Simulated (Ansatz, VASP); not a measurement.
# One calculation of Te2Mo, two programs

Contents of INCAR:

```
SYSTEM = Te2Mo
ALGO = Normal ; DIPOL = 0.5 0.5 0.397
EDIFF = 1E-7 ; ENCUT = 520
GGA = PE ; IDIPOL = 3
ISIF = 2 ; ISMEAR = 0
IVDW = 12 ; LASPH = .True.
LCHARG = .False. ; LDIPOL = .True.
LREAL = .False. ; LWAVE = .False.
NBANDS = 35 ; NELM = 80
PREC = Accurate ; SIGMA = 0.05
```

KPOINTS

```
k-points
0
Gamma
  9 9 1
  0 0 0
```

POSCAR

```
Te2Mo
1.0
    3.5038816881      0.0000000000      0.0000000000
   -1.7519408440      3.0344505538      0.0000000000
    0.0000000000      0.0000000000     24.7677198395
Te Mo
4 2
Direct
    0.3333333333      0.6666666667      0.1816881017
    0.3333333333      0.6666666667      0.3284056818
    0.3333333333      0.6666666667      0.4656811364
    0.3333333333      0.6666666667      0.6123987165
    0.6666666667      0.3333333333      0.2550468917
    0.6666666667      0.3333333333      0.5390399264
```

Input for Ansatz:

```yaml
crystal:
  lattice:
    - [3.5038816881, 0.0, 0.0]
    - [-1.751940844, 3.0344505538, 0.0]
    - [0.0, 0.0, 24.7677198395]
  atoms:
    - { symbol: Te, position: [0.3333333333, 0.6666666667, 0.1816881017] }
    - { symbol: Mo, position: [0.6666666667, 0.3333333333, 0.2550468917] }
    - { symbol: Te, position: [0.3333333333, 0.6666666667, 0.3284056818] }
    - { symbol: Te, position: [0.3333333333, 0.6666666667, 0.4656811364] }
    - { symbol: Mo, position: [0.6666666667, 0.3333333333, 0.5390399264] }
    - { symbol: Te, position: [0.3333333333, 0.6666666667, 0.6123987165] }
basis:
  ecutwfc: 420
kpoints:
  mp_grid: { grid: [9, 9, 1] }
hamiltonian:
  xc: pbe
  pseudopotentials: { kind: paw, azcp: { folder: soft_1 } }
  dispersion: d3bj
scf:
  occupations: { method: gaussian, width: 0.05 }
output:
  forces: true
  eigenvalues: true
efield:
  axis: 3
  dipole_correction: true
  ramp_width: 0.04
```

Alike in both runs: task single point; functional PBE; dispersion D3(BJ); k mesh 9 × 9 × 1; occupations gaussian, width 0.05 eV; no spin polarisation.

|  | VASP | Ansatz |
| --- | --- | --- |
| version | VASP 6.6.1 | Ansatz 0.2.0 |
| potentials or method | VASP PAW PBE potentials, release 64 (Te, Mo_sv), cutoff 520 eV | scalar-relativistic, plane waves, PAW |
| valence electrons in the cell | 52 | 92 |

```csv
,VASP,Ansatz,Ansatz less VASP
gap on the k mesh at the Fermi level (eV),0.91,0.92,+0.005
least direct gap on the mesh (eV),1.12,1.12,0.000
rms of the force components (eV/Å),0.193,0.198,+0.0050
```

VASP's potentials hold 52 valence electrons a cell and Ansatz's 92, so a difference there can come from the potentials and not from the codes.

Neither program's run includes spin-orbit coupling.
